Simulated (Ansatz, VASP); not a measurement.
## AlAs5 in VASP and in Ansatz

```
Al As
1.0
     5.64407    0.00000    0.00000
    -2.82203    4.88791    0.00000
     0.00000    0.00000    4.35848
Al As
1 5
Direct
  0.00000 0.00000 0.00000
  0.33333 0.66667 0.00000
  0.66667 0.33333 0.00000
  0.50000 0.00000 0.50000
  0.50000 0.50000 0.50000
  0.00000 0.50000 0.50000
```

Change from the starting cell: species swapped into the RbAu5 type (P6/mmm, No. 191).

Alike in both runs: task single point; functional PBE; k mesh 6 × 6 × 4; occupations gaussian, width 0.1 eV; no spin polarisation.

```csv
,VASP,Ansatz
version,VASP 6.6.1,Ansatz 0.2.0
potentials or method,"VASP PAW PBE potentials, release 64 (Al, As), cutoff 520 eV","scalar-relativistic, plane waves, PAW"
valence electrons in the cell,28,78
```

Ansatz gave:

- gap on the k mesh at the Fermi level (eV): none
- pressure (GPa): 6.5
- traceless stress, the component that is largest in VASP (GPa): 7.79

Estimate VASP's values.

gap on the k mesh at the Fermi level (eV): none; pressure (GPa): 6.7; traceless stress, the component that is largest in VASP (GPa): 7.87.

A gap of «none» marks a metal or a gap that the smearing closes. The functional is the same, so the differences come from potentials, cutoffs and numerics. VASP's potentials hold 28 valence electrons a cell and Ansatz's 78, so a difference there can come from the potentials and not from the codes.

The k mesh is coarse, so the values compare programs but aren't converged.
